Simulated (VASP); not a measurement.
# C (Fd-3m) in VASP: notebook

The runs below take C through single point, with LDA, PBEsol.

All numbers are computed with VASP 6.6.1; they aren't measurements. Logs are shortened: lines on timing, memory, paths and dates and some standing lists are left out, and cuts for length are marked.

### 1 The cell of the first run

The structure is cubic, space group Fd-3m (No. 227). The conventional cell has a = 3.614 Å, b = 3.614 Å, c = 3.614 Å, α = 90.00°, β = 90.00°, γ = 90.00°. Within 2.1 Å of C (site symmetry -43m) lie 4 C at 1.56 Å.

### 2 Single point, LDA, collinear spin, ferromagnetic start (volume scaled by 1.04)

INCAR

```
PREC     = Accurate       # precision mode
ENCUT    = 520            # plane-wave cutoff, eV
EDIFF    = 1E-6           # SCF threshold, eV
ISMEAR   = -5             # smearing method
SIGMA    = 0.05           # smearing width, eV
LREAL    = F              # projectors in reciprocal space
LASPH    = T              # aspherical terms in the spheres
NELM     = 150            # most SCF steps
ALGO     = Normal         # electronic algorithm
ISIF     = 2              # what is computed and relaxed
LWAVE    = F              # write WAVECAR
LCHARG   = T              # write CHGCAR
ISPIN    = 2              # spin polarisation
MAGMOM   = 0.5 0.5        # initial moments
LORBIT   = 11             # projections on sites
NUPDOWN  = 1.0            # fixed moment
GGA      = CA             # functional
LELF     = T              # ELF
LVHAR    = T            
NBANDS   = 15             # bands
```

KPOINTS

```
regular mesh
0
Gamma
  13 13 13
```

POSCAR

```
C
1.0
    0.0000000000      1.8068380860      1.8068380860
    1.8068380860      0.0000000000      1.8068380860
    1.8068380860      1.8068380860      0.0000000000
C
2
Direct
    0.7500000000      0.7500000000      0.7500000000
    0.5000000000      0.5000000000      0.5000000000
```

Potentials or basis: VASP PAW LDA potentials, release 64 (C).

Launch:

```console
> cat potpaw_LDA.64/C/POTCAR > POTCAR
> mpirun -np 1 vasp_std > vasp.out
```

OUTCAR:

```text
PREC = Accurate
   ENCUT = 520
   EDIFF = 1E-6
   ISMEAR = -5
   LREAL = F
   LASPH = T
   NELM = 150
   ISIF = 2
   ISPIN = 2
   LORBIT = 11
   NUPDOWN = 1.0
   GGA = CA

 ion  position               nearest neighbor table
   1  0.750  0.750  0.750-   2 1.56   2 1.56   2 1.56   2 1.56
   2  0.500  0.500  0.500-   1 1.56   1 1.56   1 1.56   1 1.56

  LATTYP: Found a face centered cubic cell.
 ALAT       =     3.6136761720

  Lattice vectors:

 A1 = (   0.0000000000,   1.8068380860,   1.8068380860)
 A2 = (   1.8068380860,   0.0000000000,   1.8068380860)
 A3 = (   1.8068380860,   1.8068380860,   0.0000000000)

Analysis of symmetry for initial positions (statically):
=====================================================================
 Subroutine PRICEL returns:
 Original cell was already a primitive cell.

 Routine SETGRP: Setting up the symmetry group for a
 face centered cubic supercell.

 Subroutine GETGRP returns: Found 48 space group operations
 (whereof 24 operations were pure point group operations)
 out of a pool of 48 trial point group operations.

The static configuration has the point symmetry T_d .
 The point group associated with its full space group is O_h .

Analysis of symmetry for dynamics (positions and initial velocities):
=====================================================================
 Subroutine PRICEL returns:
 Original cell was already a primitive cell.

 Routine SETGRP: Setting up the symmetry group for a
 face centered cubic supercell.

 Subroutine GETGRP returns: Found 48 space group operations
 (whereof 24 operations were pure point group operations)
 out of a pool of 48 trial point group operations.

The dynamic configuration has the point symmetry T_d .
 The point group associated with its full space group is O_h .

Analysis of structural, dynamic, and magnetic symmetry:
=====================================================================
 Subroutine PRICEL returns:
 Original cell was already a primitive cell.

 Routine SETGRP: Setting up the symmetry group for a
 face centered cubic supercell.

 Subroutine GETGRP returns: Found 48 space group operations
 (whereof 24 operations were pure point group operations)
 out of a pool of 48 trial point group operations.

The overall configuration has the point symmetry T_d .
 The point group associated with its full space group is O_h .

 Subroutine INISYM returns: Found 48 space group operations
 (whereof 24 operations are pure point group operations),
[... 137 lines left out ...]

 Free energy of the ion-electron system (eV)
  ---------------------------------------------------
  ext. energy  EPLUGINS =         0.00000000
  ---------------------------------------------------
  free energy    TOTEN  =       -16.39049313 eV

  energy without entropy =      -16.39049313  energy(sigma->0) =      -16.39049313

 E-fermi :   6.0743     XC(G=0): -13.3714

 val. band max:       15.2954758304   @ k =  -0.3077   0.3846   0.0769
 cond. band min:       6.1375438486   @ k =   0.1538   0.0000   0.0000
 fundamental gap:     -9.1579319818
 Fermi energy:        15.3961940298

 spin component 1

 k-point     1 :       0.0000    0.0000    0.0000
  band No.  band energies     occupation
      1     -12.1656      1.00000
      2       8.4585      1.00000
      3       8.4585      1.00000
      4       8.4585      1.00000
      5      13.9939      1.00000
      6      13.9939      1.00000
      7      13.9939      1.00000
      8      21.1449      0.00000
      9      27.2883      0.00000
     10      34.9511      0.00000
     11      34.9511      0.00000
     12      35.7331      0.00000
     13      35.7331      0.00000
     14      35.7331      0.00000
[... 403 lines left out ...]
      4       4.7682      1.00000
      5      15.5001      0.19367
      6      18.7657      0.00000
      7      18.9680      0.00000
      8      21.9709      0.00000
      9      28.4601      0.00000
     10      30.9340      0.00000
     11      35.0731      0.00000
     12      35.5381      0.00000
     13      42.9146      0.00000
     14      48.1477      0.00000
     15      50.8174      0.00000

 [... further k-points ...]

 spin component 2

 k-point     1 :       0.0000    0.0000    0.0000
  band No.  band energies     occupation
      1     -11.4142      1.00000
      2       9.3132      0.00000
      3       9.3132      0.00000
      4       9.3132      0.00000
      5      14.8092      0.00000
      6      14.8092      0.00000
      7      14.8092      0.00000
      8      22.0304      0.00000
      9      27.9529      0.00000
     10      35.6231      0.00000
     11      35.6231      0.00000
     12      36.3376      0.00000
     13      36.3376      0.00000
     14      36.3376      0.00000
[... 403 lines left out ...]
      4       5.5928      1.01016
      5      16.2708      0.00000
      6      19.5920      0.00000
      7      19.8124      0.00000
      8      22.7679      0.00000
      9      29.2057      0.00000
     10      31.7214      0.00000
     11      35.7591      0.00000
     12      36.1767      0.00000
     13      43.6094      0.00000
     14      48.8621      0.00000
     15      51.4859      0.00000

 [... further k-points ...]
[... 5 lines left out ...]
  --------------------------------------------------------------------------------------
  -------------------------------------------------------------------------------------
  Total        0.6340008      0.6340008      0.6340008      0.0000000     -0.0000000      0.0000000
  in kB       86.1018861     86.1018861     86.1018861      0.0000000     -0.0000000      0.0000000
  external PRESSURE =      86.1018861 kB  Pullay stress =       0.0000000 kB

 VOLUME and BASIS-vectors are now :
 -----------------------------------------------------------------------------
  energy-cutoff  :      520.00
  volume of cell :       11.80
      direct lattice vectors                 reciprocal lattice vectors
     0.000000000  1.806838086  1.806838086    -0.276726511  0.276726511  0.276726511
     1.806838086  0.000000000  1.806838086     0.276726511 -0.276726511  0.276726511
     1.806838086  1.806838086  0.000000000     0.276726511  0.276726511 -0.276726511

 POSITION                                       TOTAL-FORCE (eV/Angst)
 -----------------------------------------------------------------------------------
      2.71026      2.71026      2.71026        -0.000000     -0.000000     -0.000000
      1.80684      1.80684      1.80684         0.000000      0.000000      0.000000
 -----------------------------------------------------------------------------------
    total drift:                                0.000000     -0.000000      0.000000

  FREE ENERGIE OF THE ION-ELECTRON SYSTEM (eV)
  ---------------------------------------------------
  free  energy   TOTEN  =       -16.3904931306 eV

  energy  without entropy=      -16.3904931306  energy(sigma->0) =      -16.39049313

 total charge

# of ion       s       p       d       tot
------------------------------------------
    1        0.846   1.632   0.000   2.479
    2        0.846   1.632   0.000   2.479
--------------------------------------------------
tot          1.693   3.265   0.000   4.957

 magnetization (x)

# of ion       s       p       d       tot
------------------------------------------
    1        0.042   0.260   0.000   0.303
    2        0.042   0.260   0.000   0.303
--------------------------------------------------
tot          0.085   0.520   0.000   0.605
```

OSZICAR:

```text
N       E                     dE             d eps       ncg     rms          rms(c)
DAV:   1     0.489258331459E+01    0.48926E+01   -0.41338E+03  5183   0.474E+02
DAV:   2    -0.165078889093E+02   -0.21400E+02   -0.20523E+02  6601   0.114E+02
DAV:   3    -0.168596446466E+02   -0.35176E+00   -0.35094E+00  5782   0.110E+01
DAV:   4    -0.168600206689E+02   -0.37602E-03   -0.37528E-03  6594   0.458E-01
DAV:   5    -0.168600211344E+02   -0.46545E-06   -0.46432E-06  5887   0.136E-02    0.477E+00
DAV:   6    -0.165060322951E+02    0.35399E+00   -0.13947E-01  5726   0.222E+00    0.278E+00
DAV:   7    -0.163863121716E+02    0.11972E+00   -0.16695E-01  6174   0.245E+00    0.950E-01
DAV:   8    -0.163908153129E+02   -0.45031E-02   -0.82618E-03  5803   0.584E-01    0.483E-01
DAV:   9    -0.163903335265E+02    0.48179E-03   -0.55059E-04  6013   0.144E-01    0.150E-01
DAV:  10    -0.163904882837E+02   -0.15476E-03   -0.95665E-05  5656   0.575E-02    0.368E-02
DAV:  11    -0.163904938317E+02   -0.55480E-05   -0.40377E-06  6447   0.126E-02    0.112E-02
DAV:  12    -0.163904931306E+02    0.70117E-06   -0.61081E-07  4136   0.472E-03
   1 F= -.16390493E+02 E0= -.16390493E+02  d E =0.000000E+00  mag=     1.0000
```

stdout:

```text
POSCAR found type information on POSCAR C
 POSCAR found :  1 types and       2 ions
 scaLAPACK will be used
 LDA part: xc-table for (Slater(with rela. corr.)+CA(PZ))
 , standard interpolation
 POSCAR, INCAR and KPOINTS ok, starting setup
 FFT: planning ... GRIDC
 FFT: planning ... GRID_SOFT
 FFT: planning ... GRID
 WAVECAR not read
 entering main loop
 -----------------------------------------------------------------------------
|                                                                             |
|           W    W    AA    RRRRR   N    N  II  N    N   GGGG   !!!           |
|           W    W   A  A   R    R  NN   N  II  NN   N  G    G  !!!           |
|           W    W  A    A  R    R  N N  N  II  N N  N  G       !!!           |
|           W WW W  AAAAAA  RRRRR   N  N N  II  N  N N  G  GGG   !            |
|           WW  WW  A    A  R   R   N   NN  II  N   NN  G    G                |
|           W    W  A    A  R    R  N    N  II  N    N   GGGG   !!!           |
|                                                                             |
|     Tetrahedron method does not include variations of the Fermi             |
|     occupations, so forces and stress will be inaccurate. We suggest        |
|     using a different smearing scheme ISMEAR = 1 or 2 for metals in         |
|     relaxations.                                                            |
|                                                                             |
 -----------------------------------------------------------------------------
```

Run time: 22 s. Hardware: 1 thread of Intel Xeon Platinum 8488C (Sapphire Rapids), shared host; peak memory 0.13 GiB.

Results:

```yaml
Free_energy: -16.3905 eV
Pressure: 8.6 GPa
Net_moment: 1.00 μB per cell
Site_moments: C +0.30 μB
Valence_electrons_inside_the_program's_atomic_spheres: C 2.48
```

Caveat: the cell differs from its parent crystal (volume scaled by 1.04); the total moment is fixed, so each spin has its own Fermi level.

### 3 Single point, LDA, collinear spin, ferromagnetic start (volume scaled by 1.06)

INCAR

```
SYSTEM = C
ALGO     = Normal         ! electronic algorithm
EDIFF    = 1E-6           ! SCF threshold, eV
ENCUT    = 520            ! plane-wave cutoff, eV
GGA      = CA             ! functional
ISIF     = 2              ! what is computed and relaxed
ISMEAR   = -5             ! smearing method
ISPIN    = 2              ! spin polarisation
LASPH    = .TRUE.         ! aspherical terms in the spheres
LCHARG   = .FALSE.        ! write CHGCAR
LORBIT   = 11             ! projections on sites
LREAL    = .FALSE.        ! projectors in reciprocal space
LWAVE    = .FALSE.        ! write WAVECAR
MAGMOM   = 0.5 0.5        ! initial moments
NBANDS   = 15             ! bands
NELM     = 150            ! most SCF steps
NUPDOWN  = 1.0            ! fixed moment
PREC     = Accurate       ! precision mode
SIGMA    = 0.05           ! smearing width, eV
```

KPOINTS

```
k-points
0
G
  13 13 13
  0 0 0
```

POSCAR

```
C
1.0
    0.0000000000      1.8183469191      1.8183469191
    1.8183469191      0.0000000000      1.8183469191
    1.8183469191      1.8183469191      0.0000000000
C
2
Direct
    0.7500000000      0.7500000000      0.7500000000
    0.5000000000      0.5000000000      0.5000000000
```

Potentials or basis: VASP PAW LDA potentials, release 64 (C).

Launch:

```console
> cat potpaw_LDA.64/C/POTCAR > POTCAR
> mpirun -np 1 vasp_std > vasp.out
```

Run time: 19 s. Hardware: 1 thread of Intel Xeon Platinum 8488C (Sapphire Rapids), shared host; peak memory 0.13 GiB.

It converged, with:

* Free energy: -16.3977 eV
* Pressure: 1.1 GPa
* Net moment: 1.00 μB per cell
* Site moments: C +0.30 μB
* Valence electrons inside the program's atomic spheres: C 2.46

Caveat: the cell differs from its parent crystal (volume scaled by 1.06); the total moment is fixed, so each spin has its own Fermi level.

### 4 Single point, PBEsol

This run uses another cell than the first one, of 5.49 Å³/atom, 0.931 times its volume.

INCAR

```
  ALGO = Normal
  EDIFF = 1E-6
  ENCUT = 520
  GGA = PS
  ISIF = 2
  ISMEAR = -1
  LASPH = True
  LCHARG = False
  LREAL = False
  LWAVE = False
  NBANDS = 11
  NELM = 60
  PREC = Accurate
  SIGMA = 0.05
```

KPOINTS

```
k-points
0
Gamma
  13 13 13
```

POSCAR

```
C
1.0
    0.0000000000      1.7643462124      1.7643462124
    1.7643462124      0.0000000000      1.7643462124
    1.7643462124      1.7643462124      0.0000000000
C
2
Direct
    0.7500000000      0.7500000000      0.7500000000
    0.5000000000      0.5000000000      0.5000000000
```

Potentials or basis: VASP PAW PBE potentials, release 64 (C).

Launch:

```console
> cat potpaw_PBE.64/C/POTCAR > POTCAR
> mpirun -np 1 vasp_std > vasp.out
```

It took 15 s on 1 thread of AMD EPYC 7R43 (Zen 3), shared host; peak memory 0.08 GiB.

Results (log left out):

```
Free energy            : -19.2405 eV
Pressure               : 11.2 GPa
Band gap on the k mesh : 4.08 eV, indirect (least direct gap 5.63 eV)
```

Levels at points of the mesh, in eV from the valence-band top:
```
           k point  band 1  band 2  band 3  band 4  band 5  band 6  band 7  band 8
(0.00, 0.00, 0.00)  -21.96    0.00    0.00    0.00    5.63    5.63    5.63   14.11
```

Caveat: the PAW data sets were made with another functional, which shifts forces and pressure a little.

### 5 Summary

```tsv
level	potentials or basis	spin	fixed moment (μB)	cell	smearing	pressure (GPa)	moment (μB)
LDA	VASP PAW LDA potentials, release 64 (C)	collinear, ferromagnetic start	1.0	a = 2.555 Å, angles 60.0°, 2 atoms	tetrahedron	8.6	1.00
LDA	VASP PAW LDA potentials, release 64 (C)	collinear, ferromagnetic start	1.0	a = 2.572 Å, angles 60.0°, 2 atoms	tetrahedron	1.1	1.00
PBEsol	VASP PAW PBE potentials, release 64 (C)	off	-	a = 2.495 Å, angles 60.0°, 2 atoms	fermi-dirac 0.05 eV	11.2	-
```

Alike in all rows: task single point; k mesh 13 × 13 × 13; cutoff (eV) 520.

Caveats: the total moment is fixed, so each spin has its own Fermi level (some runs); the PAW data sets were made with another functional, which shifts forces and pressure a little (some runs).

Absolute energies hang on the potentials; compare differences alone.
